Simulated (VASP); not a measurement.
Set up this calculation in VASP 6.6.1, as the native input.

| Item | Value |
| --- | --- |
| Task | single point |
| Functional | LDA |
| Potentials or basis | VASP PAW LDA potentials, release 64 (Mg_sv, O) |
| Cutoff | 840 eV |
| k mesh | 6 × 6 × 4 |
| Occupations | gaussian, width 0.1 eV |
| Spin | no spin polarisation |
| Dipole correction | no |
| Further INCAR settings | ALGO = Normal; EDIFF = 1e-06; NBANDS = 24 |

The structure of MgO lies in POSCAR:

```
MgO
1.0
    3.4863778627      0.0000000000      0.0000000000
   -1.7431889314      3.0192917963      0.0000000000
    0.0000000000      0.0000000000      4.1780412200
Mg O
2 2
Direct
    0.6666666700      0.3333333300      0.7500000000
    0.3333333300      0.6666666700      0.2500000000
    0.6666666700      0.3333333300      0.2500000000
    0.3333333300      0.6666666700      0.7500000000
```

One way to write it, as run:

INCAR

```
PREC = Accurate
ENCUT = 840
EDIFF = 1E-6
ISMEAR = 0
SIGMA = 0.1
LREAL = F
LASPH = T
NELM = 120
ALGO = Normal
ISIF = 2
LWAVE = F
LCHARG = F
GGA = CA
NBANDS = 24
GGA_COMPAT = F
```

KPOINTS

```
Automatic mesh
0
Gamma
  6 6 4
```

Potentials or basis: VASP PAW LDA potentials, release 64 (Mg_sv, O).

Launch:

```sh
$ cat potpaw_LDA.64/Mg_sv/POTCAR potpaw_LDA.64/O/POTCAR > POTCAR
$ mpirun -np 1 vasp_std > vasp.out
```

Results of the run:

The pressure is -3.5 GPa. The band gap on the k mesh is 3.34 eV.

Caveat: the cell stands under tension.

It took 27 s on 1 thread of Intel(R) Xeon(R) Platinum 8259CL CPU @ 2.50GHz (Skylake/Cascade Lake), with other jobs on the host, peak memory 0.19 GiB.
